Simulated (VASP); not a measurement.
# HfB (Fm-3m) in VASP: single point with PBEsol

Aim: the single point of HfB with PBEsol.

Everything below comes from runs of VASP 6.6.1. Logs are shortened: lines on timing, memory, paths and dates and some standing lists are left out, and cuts for length are marked.

## (1) The cell of the first run

It takes space group Fm-3m (No. 225, cubic). Conventional cell: a = 4.787 Å, b = 4.787 Å, c = 4.787 Å, α = 90.00°, β = 90.00°, γ = 90.00°. Within 3.2 Å of Hf (site symmetry m-3m) lie 6 B at 2.39 Å. Within 3.2 Å of B (site symmetry m-3m) lie 6 Hf at 2.39 Å.

## (2) Single point, PBEsol

Input file INCAR:

```
PREC     = Accurate       # precision mode
ENCUT    = 520            # plane-wave cutoff, eV
EDIFF    = 1E-6           # SCF threshold, eV
ISMEAR   = 0              # smearing method
SIGMA    = 0.15           # smearing width, eV
LREAL    = False          # projectors in reciprocal space
LASPH    = True           # aspherical terms in the spheres
NELM     = 80             # most SCF steps
ALGO     = Normal         # electronic algorithm
ISIF     = 2              # what is computed and relaxed
LWAVE    = False          # write WAVECAR
LCHARG   = False          # write CHGCAR
GGA      = PS             # functional
NBANDS   = 14             # bands
```

Input file KPOINTS:

```
Automatic mesh
0
Gamma
  16 16 16
```

Input file POSCAR:

```
HfB
1.0
    0.0000000000      2.3936993068      2.3936993068
    2.3936993068      0.0000000000      2.3936993068
    2.3936993068      2.3936993068      0.0000000000
Hf B
1 1
Direct
    0.5000000000      0.5000000000      0.5000000000
    0.0000000000      0.0000000000      0.0000000000
```

Potentials or basis: VASP PAW PBE potentials, release 64 (Hf_pv, B).

Command:

```sh
$ cat potpaw_PBE.64/Hf_pv/POTCAR potpaw_PBE.64/B/POTCAR > POTCAR
$ mpirun -np 1 vasp_std > vasp.out
```

OUTCAR:

```text
PREC = Accurate
   ENCUT = 520
   EDIFF = 1E-6
   ISMEAR = 0
   LREAL = False
   LASPH = True
   NELM = 80
   ISIF = 2
   GGA = PS

 ion  position               nearest neighbor table
   1  0.500  0.500  0.500-   2 2.39   2 2.39   2 2.39   2 2.39   2 2.39   2 2.39
   2  0.000  0.000  0.000-   1 2.39   1 2.39   1 2.39   1 2.39   1 2.39   1 2.39

  LATTYP: Found a face centered cubic cell.
 ALAT       =     4.7873986136

  Lattice vectors:

 A1 = (   0.0000000000,   2.3936993068,   2.3936993068)
 A2 = (   2.3936993068,   0.0000000000,   2.3936993068)
 A3 = (   2.3936993068,   2.3936993068,   0.0000000000)

Analysis of symmetry for initial positions (statically):
=====================================================================
 Subroutine PRICEL returns:
 Original cell was already a primitive cell.

 Routine SETGRP: Setting up the symmetry group for a
 face centered cubic supercell.

 Subroutine GETGRP returns: Found 48 space group operations
 (whereof 48 operations were pure point group operations)
 out of a pool of 48 trial point group operations.

The static configuration has the point symmetry O_h .

Analysis of symmetry for dynamics (positions and initial velocities):
=====================================================================
 Subroutine PRICEL returns:
 Original cell was already a primitive cell.

 Routine SETGRP: Setting up the symmetry group for a
 face centered cubic supercell.

 Subroutine GETGRP returns: Found 48 space group operations
 (whereof 48 operations were pure point group operations)
 out of a pool of 48 trial point group operations.

The dynamic configuration has the point symmetry O_h .

 Subroutine INISYM returns: Found 48 space group operations
 (whereof 48 operations are pure point group operations),
 and found     1 'primitive' translations

----------------------------------------------------------------------------------------

                                     Primitive cell

  volume of cell :      27.4308

  direct lattice vectors                    reciprocal lattice vectors
     0.000000000  2.393699307  2.393699307    -0.208881708  0.208881708  0.208881708
     2.393699307  0.000000000  2.393699307     0.208881708 -0.208881708  0.208881708
     2.393699307  2.393699307  0.000000000     0.208881708  0.208881708 -0.208881708

  length of vectors
     3.385202024  3.385202024  3.385202024     0.361793731  0.361793731  0.361793731

  position of ions in fractional coordinates (direct lattice)
     0.500000000  0.500000000  0.500000000
     0.000000000  0.000000000  0.000000000

  ion indices of the primitive-cell ions
   primitive index   ion index
                 1           1
                 2           2

----------------------------------------------------------------------------------------

 KPOINTS: Automatic mesh

Automatic generation of k-mesh.
 Grid dimensions read from file:
 generate k-points for:   16   16   16

 Generating k-lattice:

  Cartesian coordinates                     Fractional coordinates (reciprocal lattice)
    -0.013055107  0.013055107  0.013055107     0.062500000  0.000000000  0.000000000
     0.013055107 -0.013055107  0.013055107     0.000000000  0.062500000  0.000000000
     0.013055107  0.013055107 -0.013055107     0.000000000  0.000000000  0.062500000

  Length of vectors
     0.022612108  0.022612108  0.022612108

  Shift w.r.t. Gamma in fractional coordinates (k-lattice)
     0.000000000  0.000000000  0.000000000

 Subroutine IBZKPT returns following result:
 ===========================================

 Found    145 irreducible k-points:

 Following reciprocal coordinates:
            Coordinates               Weight
  0.000000  0.000000  0.000000      1.000000
  0.062500  0.000000  0.000000      8.000000
  0.125000  0.000000  0.000000      8.000000
  0.187500  0.000000  0.000000      8.000000
  0.250000  0.000000  0.000000      8.000000
  0.312500  0.000000  0.000000      8.000000
[... 16 lines left out ...]
 -0.125000  0.062500  0.000000     24.000000
 -0.062500  0.062500  0.000000     12.000000
 [... further k-points ...]
   k-points           NKPTS =    145   k-points in BZ     NKDIM =    145   number of bands    NBANDS=     14
   number of dos      NEDOS =    301   number of ions     NIONS =      2
   total plane-waves  NPLWV =  21952
   dimension x,y,z NGX =    28 NGY =   28 NGZ =   28
   dimension x,y,z NGXF=    56 NGYF=   56 NGZF=   56
   ions per type =               1   1
   NGX,Y,Z   is equivalent  to a cutoff of  13.75, 13.75, 13.75 a.u.
   NGXF,Y,Z  is equivalent  to a cutoff of  27.50, 27.50, 27.50 a.u.
 SYSTEM =  unknown system
   PREC   = accura    normal or accurate (medium, high low for compatibility)
   ISTART =      0    job   : 0-new  1-cont  2-samecut
   ICHARG =      2    charge: 1-file 2-atom 10-const
   ISPIN  =      1    spin polarized calculation?
   LNONCOLLINEAR =      F non collinear calculations
   LSORBIT =      F    spin-orbit coupling
   LASPH  =      T    aspherical Exc in radial PAW
   ENCUT  =  520.0 eV  38.22 Ry    6.18 a.u.   6.29  6.29  6.29*2*pi/ulx,y,z
   NELM   =     80;   NELMIN=  2; NELMDL= -5     # of ELM steps
   EDIFF  = 0.1E-05   stopping-criterion for ELM
   LREAL  =      F    real-space projection
[... 7 lines left out ...]
   TEBEG  =    0.0;   TEEND  =   0.0 temperature during run
   PSTRESS=    0.0 pullay stress
   NELECT =      13.0000    total number of electrons
   NUPDOWN=      -1.0000    fix difference up-down
   EMIN   =  10.00;   EMAX   =-10.00  energy-range for DOS
   EFERMI =   0.00;   METHOD = LEGACY
   ISMEAR =     0;   SIGMA  =   0.15  broadening in eV -4-tet -1-fermi 0-gaus
   EFERMI_NEDOS =   21; number of points for ismear=-14 and -15
   IALGO  =     38    algorithm
   IMIX   =      4    mixing-type and parameters
     AMIX     =   0.40;   BMIX     =  1.00
     AMIX_MAG =   1.60;   BMIX_MAG =  1.00
  volume/ion in A,a.u.               =      13.72        92.56
  Fermi-wavevector in a.u.,A,eV,Ry     =   1.276369  2.411988 22.165505  1.629119
  Thomas-Fermi vector in A             =   2.409029
   LORBIT       =      0    0 simple, 1 ext, 2 COOP (PROOUT), +10 PAW based schemes
   GGA     = PS    functional components
   LHFCALC =     F    Hartree Fock is set to
   AEXX    =    0.0000 exact exchange contribution
   IVDW    =     0    specifies the selected vdW correction
   LEPSILON=     F    determine dielectric tensor
   LRPA    =     F    only Hartree local field effects (RPA)
 non-spin polarized calculation
 Gauss-broadening in eV      SIGMA  =   0.15
  energy-cutoff  :      520.00
  volume of cell :       27.43
 maximum number of plane-waves:       754
 NGX is ok and might be reduce to    28
   NGX = 13   NGY = 13   NGZ = 13

 number of electron      12.9999999 magnetization

 Free energy of the ion-electron system (eV)
  ---------------------------------------------------
  ext. energy  EPLUGINS =         0.00000000
  ---------------------------------------------------
  free energy    TOTEN  =       -18.41428910 eV

  energy without entropy =      -18.40365188  energy(sigma->0) =      -18.40897049

 E-fermi :   4.3407     XC(G=0): -11.9036

 val. band max:        4.3360786973   @ k =   0.5000   0.2500   0.0000
 cond. band min:       4.3411083529   @ k =   0.2500   0.0625   0.0000
 fundamental gap:      0.0050296556
 Fermi energy:         4.3406595677

 k-point     1 :       0.0000    0.0000    0.0000
  band No.  band energies     occupation
      1     -24.4770      2.00000
      2     -24.4770      2.00000
      3     -24.4770      2.00000
      4      -4.8772      2.00000
      5       6.3740      0.00000
      6       6.3740      0.00000
      7       6.3740      0.00000
      8       8.0266      0.00000
      9       8.0266      0.00000
     10       8.0266      0.00000
     11       8.1313      0.00000
     12       8.1313      0.00000
     13      15.5742      0.00000
     14      15.7831      0.00000

 k-point     2 :       0.0625    0.0000    0.0000
  band No.  band energies     occupation
      1     -24.4968      2.00000
      2     -24.4791      2.00000
      3     -24.4791      2.00000
      4      -4.7775      2.00000
      5       5.9950      0.00000
      6       6.3075      0.00000
      7       6.3075      0.00000
      8       7.1984      0.00000
      9       7.1984      0.00000
     10       8.2201      0.00000
     11       9.2275      0.00000
     12       9.2275      0.00000
     13      15.8307      0.00000
     14      15.9238      0.00000

 k-point     3 :       0.1250    0.0000    0.0000
  band No.  band energies     occupation
      1     -24.5529      2.00000
      2     -24.4852      2.00000
      3     -24.4852      2.00000
      4      -4.4848      2.00000
      5       5.1954      0.00000
      6       5.7596      0.00000
      7       5.7596      0.00000
      8       7.0736      0.00000
      9       7.0736      0.00000
     10       8.5209      0.00000
     11      10.4959      0.00000
     12      10.4959      0.00000
     13      16.2867      0.00000
     14      16.5437      0.00000
[... 324 lines left out ...]
 k-point    23 :      -0.1250    0.0625    0.0000
  band No.  band energies     occupation
      1     -24.5855      2.00000
      2     -24.5042      2.00000
      3     -24.4831      2.00000
      4      -4.2643      2.00000
      5       4.8489      0.00000
      6       5.2590      0.00000
      7       5.3397      0.00000
      8       6.8148      0.00000
      9       7.7330      0.00000
     10       8.8716      0.00000
     11      10.3509      0.00000
     12      11.7005      0.00000
     13      16.5392      0.00000
     14      17.0421      0.00000

 k-point    24 :      -0.0625    0.0625    0.0000
  band No.  band energies     occupation
      1     -24.5242      2.00000
      2     -24.4908      2.00000
      3     -24.4789      2.00000
      4      -4.6139      2.00000
      5       5.6869      0.00000
      6       5.7549      0.00000
      7       6.1769      0.00000
      8       6.5240      0.00000
      9       7.5387      0.00000
     10       8.5781      0.00000
     11       9.3925      0.00000
     12      10.3997      0.00000
     13      16.1470      0.00000
     14      16.2380      0.00000

 [... further k-points ...]
[... 5 lines left out ...]
  --------------------------------------------------------------------------------------
  -------------------------------------------------------------------------------------
  Total        0.0611881      0.0611881      0.0611881     -0.0000000     -0.0000000      0.0000000
  in kB        3.5738684      3.5738684      3.5738684     -0.0000000     -0.0000000      0.0000000
  external PRESSURE =       3.5738684 kB  Pullay stress =       0.0000000 kB

 VOLUME and BASIS-vectors are now :
 -----------------------------------------------------------------------------
  energy-cutoff  :      520.00
  volume of cell :       27.43
      direct lattice vectors                 reciprocal lattice vectors
     0.000000000  2.393699307  2.393699307    -0.208881708  0.208881708  0.208881708
     2.393699307  0.000000000  2.393699307     0.208881708 -0.208881708  0.208881708
     2.393699307  2.393699307  0.000000000     0.208881708  0.208881708 -0.208881708

 POSITION                                       TOTAL-FORCE (eV/Angst)
 -----------------------------------------------------------------------------------
      2.39370      2.39370      2.39370         0.000000      0.000000      0.000000
      0.00000      0.00000      0.00000         0.000000     -0.000000     -0.000000
 -----------------------------------------------------------------------------------
    total drift:                                0.000000      0.000000      0.000000

  FREE ENERGIE OF THE ION-ELECTRON SYSTEM (eV)
  ---------------------------------------------------
  free  energy   TOTEN  =       -18.4142891015 eV

  energy  without entropy=      -18.4036518770  energy(sigma->0) =      -18.40897049
```

It took 46 s on 1 thread of Intel Xeon Platinum 8375C at 2.90GHz (Ice Lake), shared host; peak memory 0.2 GiB.

What came out:

```yaml
Free_energy: -18.4143 eV
Pressure: 0.4 GPa
Band_gap_on_the_k_mesh: zero (an odd number of electrons rules out a gap without spin polarisation)
```

Levels at points of the mesh, in eV from the Fermi level:
```
           k point  band 4  band 5  band 6  band 7  band 8  band 9  band 10  band 11
(0.00, 0.00, 0.00)   -9.22    2.03    2.03    2.03    3.69    3.69     3.69     3.79
(0.50, 0.00, 0.00)   -4.73   -4.35   -1.20   -1.20    5.80    5.80     6.67     7.86
(0.50, 0.50, 0.00)   -6.41   -1.18   -0.89    2.05    2.05    5.55     6.97     6.97
```

Caveat: the PAW data sets were made with another functional, which shifts forces and pressure a little; spin-orbit coupling is left out, which moves the levels of the heavy elements; an odd number of electrons without spin polarisation forces a metal; a magnetic or distorted state may lie lower.
